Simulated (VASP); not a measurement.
Set up this calculation in VASP 6.6.1, as the native input.

- Task: single point
- Functional: r2SCAN
- Potentials or basis: VASP PAW PBE potentials, release 64 (Cd, Se)
- Cutoff: 550 eV
- k mesh: 6 × 6 × 6
- Occupations: fermi-dirac, width 0.02 eV
- Spin: no spin polarisation
- Dipole correction: no
- Further INCAR settings: ALGO = Normal; EDIFF = 1e-06; NBANDS = 16

Crystal: CdSe.

```
Cd Se
1.0
     0.00000    2.84295    2.84295
     2.84295    0.00000    2.84295
     2.84295    2.84295    0.00000
Cd Se
1 1
Direct
  0.00000 0.00000 0.00000
  0.50000 0.50000 0.50000
```

The input as run:

POSCAR

```
CdSe
1.0
    0.0000000000      2.8429458725      2.8429458725
    2.8429458725      0.0000000000      2.8429458725
    2.8429458725      2.8429458725      0.0000000000
Cd Se
1 1
Direct
    0.0000000000      0.0000000000      0.0000000000
    0.5000000000      0.5000000000      0.5000000000
```

INCAR.step1

```
SYSTEM = CdSe
ALGO     = Normal         ! electronic algorithm
EDIFF    = 1E-5           ! SCF threshold, eV
ENCUT    = 550            ! plane-wave cutoff, eV
GGA      = PE             ! functional
GGA_COMPAT= .False.      
ISMEAR   = -1             ! smearing method
LASPH    = .True.         ! aspherical terms in the spheres
LCHARG   = .False.        ! write CHGCAR
LREAL    = .False.        ! projectors in reciprocal space
LWAVE    = .True.         ! write WAVECAR
NBANDS   = 16             ! bands
NELM     = 120            ! most SCF steps
PREC     = Accurate       ! precision mode
SIGMA    = 0.02           ! smearing width, eV
```

INCAR.step2

```
SYSTEM = CdSe
ALGO     = Normal         ! electronic algorithm
EDIFF    = 1E-6           ! SCF threshold, eV
ENCUT    = 550            ! plane-wave cutoff, eV
GGA_COMPAT= .False.      
ISIF     = 2              ! what is computed and relaxed
ISMEAR   = -1             ! smearing method
ISTART   = 1            
LASPH    = .True.         ! aspherical terms in the spheres
LCHARG   = .False.        ! write CHGCAR
LMIXTAU  = .True.       
LREAL    = .False.        ! projectors in reciprocal space
LWAVE    = .False.        ! write WAVECAR
METAGGA  = R2SCAN         ! meta-GGA
NBANDS   = 16             ! bands
NELM     = 120            ! most SCF steps
PREC     = Accurate       ! precision mode
SIGMA    = 0.02           ! smearing width, eV
```

KPOINTS

```
k-points
0
Gamma
  6 6 6
  0 0 0
```

Potentials or basis: VASP PAW PBE potentials, release 64 (Cd, Se).

Run with:

```console
$ cat potpaw_PBE.64/Cd/POTCAR potpaw_PBE.64/Se/POTCAR > POTCAR
$ cp INCAR.step1 INCAR
$ mpirun -np 1 vasp_std > vasp.out
$ cp INCAR.step2 INCAR
$ mpirun -np 1 vasp_std > vasp.out
```

Results of the run:

* Pressure: 0.4 GPa

Caveat: the PAW data sets were made with another functional, which shifts forces and pressure a little.

It took 25 s on 1 thread of Intel(R) Xeon(R) 6975P-C (Granite Rapids) (shared host), peak memory 0.19 GiB.
